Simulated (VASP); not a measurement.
Set up this calculation in VASP 6.6.1, as the native input.

```yaml
Task: single point
Functional: PBE
Potentials_or_basis: VASP PAW PBE potentials, release 64 (Ge_d)
Cutoff: 500 eV
k_mesh: 7 × 7 × 7
Occupations: methfessel-paxton, width 0.02 eV
Spin: no spin polarisation
Dipole_correction: no
Further_INCAR_settings: ALGO = Normal; EDIFF = 1e-06; NBANDS = 21
```

The structure of Ge lies in POSCAR:

```
Ge
1.0
    0.0000000000      2.8803596833      2.8803596833
    2.8803596833      0.0000000000      2.8803596833
    2.8803596833      2.8803596833      0.0000000000
Ge
2
Direct
    0.0000000000      0.0000000000      0.0000000000
    0.2500000000      0.2500000000      0.2500000000
```

These files were run (other wordings do the same):

INCAR

```
SYSTEM = Ge
ALGO = Normal
EDIFF = 1E-6
ENCUT = 500
GGA = PE
GGA_COMPAT = .FALSE.
ISIF = 2
ISMEAR = 1
LASPH = .TRUE.
LCHARG = .TRUE.
LELF = .TRUE.
LREAL = .FALSE.
LVHAR = .TRUE.
LWAVE = .FALSE.
NBANDS = 21
NELM = 120
PREC = Accurate
SIGMA = 0.02
```

KPOINTS

```
k-points
0
G
  7 7 7
  0 0 0
```

Potentials or basis: VASP PAW PBE potentials, release 64 (Ge_d).

The run is started by

```bash
$ cat potpaw_PBE.64/Ge_d/POTCAR > POTCAR
$ mpirun -np 1 vasp_std > vasp.out
```

It gave:

```json
{
 "Pressure": "-0.1 GPa",
 "Band gap on the k mesh": "zero (filled and empty bands touch)"
}
```

Caveat: semilocal functionals underestimate gaps, so a narrow gap can read as zero.

Run time: 35 s on 1 thread of Intel(R) Xeon(R) Platinum 8175M CPU @ 2.50GHz (Skylake/Cascade Lake), with other jobs on the host, peak memory 0.16 GiB.
